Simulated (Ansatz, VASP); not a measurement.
**Gd: VASP beside Ansatz**

The input INCAR:

```
ALGO     = Normal         # electronic algorithm
EDIFF    = 1E-6           # SCF threshold, eV
ENCUT    = 520            # plane-wave cutoff, eV
GGA      = CA             # functional
ISIF     = 2              # what is computed and relaxed
ISMEAR   = 1              # smearing method
ISPIN    = 2              # spin polarisation
LASPH    = T              # aspherical terms in the spheres
LCHARG   = T              # write CHGCAR
LELF     = T              # ELF
LMAXMIX  = 6              # l up to which the mixer works
LORBIT   = 11             # projections on sites
LREAL    = F              # projectors in reciprocal space
LVHAR    = T            
LWAVE    = F              # write WAVECAR
MAGMOM   = 7              # initial moments
NBANDS   = 19             # bands
NELM     = 150            # most SCF steps
PREC     = Accurate       # precision mode
SIGMA    = 0.2            # smearing width, eV
```

Contents of KPOINTS:

```
k-points
0
Gamma
  6 6 6
```

POSCAR

```
Gd
1.0
    0.0000000000      2.5858190000      2.5858190000
    2.5858190000      0.0000000000      2.5858190000
    2.5858190000      2.5858190000      0.0000000000
Gd
1
Direct
    0.0000000000      0.0000000000      0.0000000000
```

Input for Ansatz:

```yaml
crystal:
  lattice:
    - [0.0, 2.585819, 2.585819]
    - [2.585819, 0.0, 2.585819]
    - [2.585819, 2.585819, 0.0]
  atoms:
    - { symbol: Gd, position: [0.0, 0.0, 0.0] }
basis:
  ecutwfc: 500.0
kpoints:
  mp_grid:
    grid: [6, 6, 6]
hamiltonian:
  xc: lda
magnetization:
  spin_polarized: true
  per_species:
    Gd: 7.0
scf:
  n_extra_bands: 16
  occupations:
    method: cold
    width: 0.2
output:
  forces: true
  stress: true
```

Alike in both runs: task single point; functional LDA; k mesh 6 × 6 × 6; collinear spin.

```csv
,VASP,Ansatz
version,VASP 6.6.1,Ansatz 0.2.0
potentials or method,"VASP PAW PBE potentials, release 64 (Gd), cutoff 520 eV","plane waves, PAW"
occupations,"methfessel-paxton of order 1, width 0.2 eV","cold, width 0.2 eV"
valence electrons in the cell,18,18
```

```csv
,VASP,Ansatz,Ansatz less VASP
pressure (GPa),-5.8,-5.5,+0.26
net moment per atom (μB),7.14,7.24,+0.103
size of the moment on the site where the two differ most (μB),6.81,7.11,+0.300
```

The net moments are unlike, so the other rows may belong to different states. VASP's potentials were made for PBE, not for LDA. LDA's correlation is that of Perdew and Zunger in VASP and of Perdew and Wang (1992) in Ansatz. Site moments also hang on the region over which each program counts them. Ansatz's warnings: stability check not made.

Neither program's run includes spin-orbit coupling.
